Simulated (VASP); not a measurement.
Crystal: Be2CdS2.

```xyz
5
Lattice="4.1764 0.0000 0.0000 -2.0882 3.6168 0.0000 0.0000 0.0000 6.1838" Properties=species:S:1:pos:R:3 pbc="T T T"
Be    2.0882    1.2056    1.0466
Be    2.0882    1.2056    5.1372
Cd    0.0000    0.0000    3.0919
S     0.0000    0.0000    0.0000
S     0.0000    2.4112    3.0919
```

Base run:

```yaml
Program: VASP 6.6.1
Functional: PBE
Potentials_or_basis: VASP PAW PBE potentials, release 64 (Be, Cd_sv_GW, S)
Cutoff: 600 eV
k_mesh: 6 × 6 × 4
Occupations: gaussian, width 0.1 eV
Spin: no spin polarisation
```

Its results: band gap on the k mesh zero (band 18 reaches 5.93 eV, above the bottom of band 19 at 3.51 eV); pressure -0.2 GPa; largest force 0.040 eV/Å.

**Question.** The run is repeated on the same cell with these changes: potentials or basis from VASP PAW PBE potentials, release 64 (Be, Cd_sv_GW, S) to VASP PAW PBE potentials, release 64 (Be, Cd, S); cutoff from 600 eV to 520 eV; further incar settings from ALGO = Normal; EDIFF = 1e-06; NBANDS = 26 to ALGO = Normal; EDIFF = 1e-06; NBANDS = 22; valence electrons from 36 to 28. What comes out?

**Answer.** Band gap on the k mesh zero (band 14 reaches 5.12 eV, above the bottom of band 15 at 2.69 eV); pressure 0.3 GPa; largest force 0.033 eV/Å.
